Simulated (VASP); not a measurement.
Input of a VASP 6.6.1 run:

File INCAR:

```
SYSTEM = F
PREC     = Accurate       ! precision mode
ENCUT    = 520            ! plane-wave cutoff, eV
EDIFF    = 1E-6           ! SCF threshold, eV
ISMEAR   = 0              ! smearing method
SIGMA    = 0.05           ! smearing width, eV
LREAL    = .FALSE.        ! projectors in reciprocal space
LASPH    = .TRUE.         ! aspherical terms in the spheres
NELM     = 80             ! most SCF steps
ALGO     = Normal         ! electronic algorithm
ISIF     = 2              ! what is computed and relaxed
LWAVE    = .FALSE.        ! write WAVECAR
LCHARG   = .FALSE.        ! write CHGCAR
GGA      = PS             ! functional
NBANDS   = 22             ! bands
```

The input KPOINTS:

```
Automatic mesh
0
G
  4 4 2
  0 0 0
```

POSCAR

```
F
1.0
    3.0675310175     -1.7915000592     -0.2365944552
    3.0675310175      1.7915000592     -0.2365944552
   -2.2980230344      0.0000000000      7.1709350950
F
4
Direct
    0.0848459664      0.0848459664      0.0940038325
    0.9151540336      0.9151540336      0.9059961675
    0.5015719855      0.5015719855      0.5937195244
    0.4984280145      0.4984280145      0.4062804756
```

Potentials or basis: VASP PAW PBE potentials, release 64 (F).

The run is started by

```console
$ cat potpaw_PBE.64/F/POTCAR > POTCAR
$ mpirun -np 1 vasp_std > vasp.out
```

Q: Predict the largest force.

A: 0.263 eV/Å.

Q: Estimate the pressure.

A: 0.0 GPa.

Q: Predict the band gap on the k mesh.

A: 2.95 eV, indirect (least direct gap 3.03 eV).

Forces on the atoms (eV/Å):
```
F    0.113  0.000  0.237
F   -0.113  0.000 -0.237
F   -0.074  0.000  0.245
F    0.074  0.000 -0.245
```

Caveat: the k points lie up to 0.52 Å⁻¹ apart; the PAW data sets were made with another functional, which shifts forces and pressure a little. A k mesh can miss the band edges.
